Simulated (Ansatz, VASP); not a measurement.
# FeO: VASP beside Ansatz

INCAR

```
PREC     = Accurate       # precision mode
ENCUT    = 600            # plane-wave cutoff, eV
EDIFF    = 1E-6           # SCF threshold, eV
ISMEAR   = -1             # smearing method
SIGMA    = 0.1            # smearing width, eV
LREAL    = False          # projectors in reciprocal space
LASPH    = True           # aspherical terms in the spheres
NELM     = 200            # most SCF steps
ALGO     = Normal         # electronic algorithm
ISIF     = 2              # what is computed and relaxed
LWAVE    = False          # write WAVECAR
LCHARG   = True           # write CHGCAR
ISPIN    = 2              # spin polarisation
MAGMOM   = 0 0            # initial moments
LORBIT   = 11             # projections on sites
LMAXMIX  = 4              # l up to which the mixer works
LDAU     = True           # DFT+U
LDAUTYPE = 2            
LDAUL    = 2 -1           # shell
LDAUU    = 5 0            # U, eV
LDAUJ    = 0 0          
LDAUPRINT= 1            
GGA      = PE             # functional
LELF     = True           # ELF
LVHAR    = True         
NBANDS   = 18             # bands
GGA_COMPAT= False
```

KPOINTS

```
Automatic mesh
0
Gamma
  4 4 4
```

POSCAR

```
FeO
1.0
    0.0000000000      2.1217000000      2.1217000000
    2.1217000000      0.0000000000      2.1217000000
    2.1217000000      2.1217000000      0.0000000000
Fe O
1 1
Direct
    0.0000000000      0.0000000000      0.0000000000
    0.5000000000      0.5000000000      0.5000000000
```

Input for Ansatz:

```yaml
crystal:
  lattice:
    - [0, 2.1217, 2.1217]
    - [2.1217, 0, 2.1217]
    - [2.1217, 2.1217, 0]
  atoms:
    - { symbol: Fe, position: [0, 0, 0] }
    - { symbol: O, position: [0.5, 0.5, 0.5] }
kpoints:
  mp_grid: { grid: [4, 4, 4], shift: [0, 0, 0] }
hamiltonian:
  xc: pbe
  pseudopotentials: { kind: nc }
  hubbard: [{ species: Fe, l: d, shell: 3, u_eff: 5.0 }]
scf:
  occupations: { method: fermi_dirac }
magnetization:
  spin_polarized: true
```

Alike in both runs: task single point; functional PBE; k mesh 4 × 4 × 4; collinear spin; Hubbard terms Fe d U = 5.0 eV.

|  | VASP | Ansatz |
| --- | --- | --- |
| version | VASP 6.6.1 | Ansatz 0.2 development build |
| potentials or method | VASP PAW PBE potentials, release 64 (Fe, O) | scalar-relativistic |
| plane-wave cutoff (eV) | 600 | 1240 |
| occupations | fermi-dirac, width 0.1 eV | fermi-dirac |

|  | VASP | Ansatz | Ansatz less VASP |
| --- | --- | --- | --- |
| net moment per atom (μB) | 0.00 | 0.00 | 0.000 |

The programs project onto different local orbitals, so the same U acts differently, and such runs can settle in different states.

The k mesh is coarse, so the values compare programs but aren't converged.
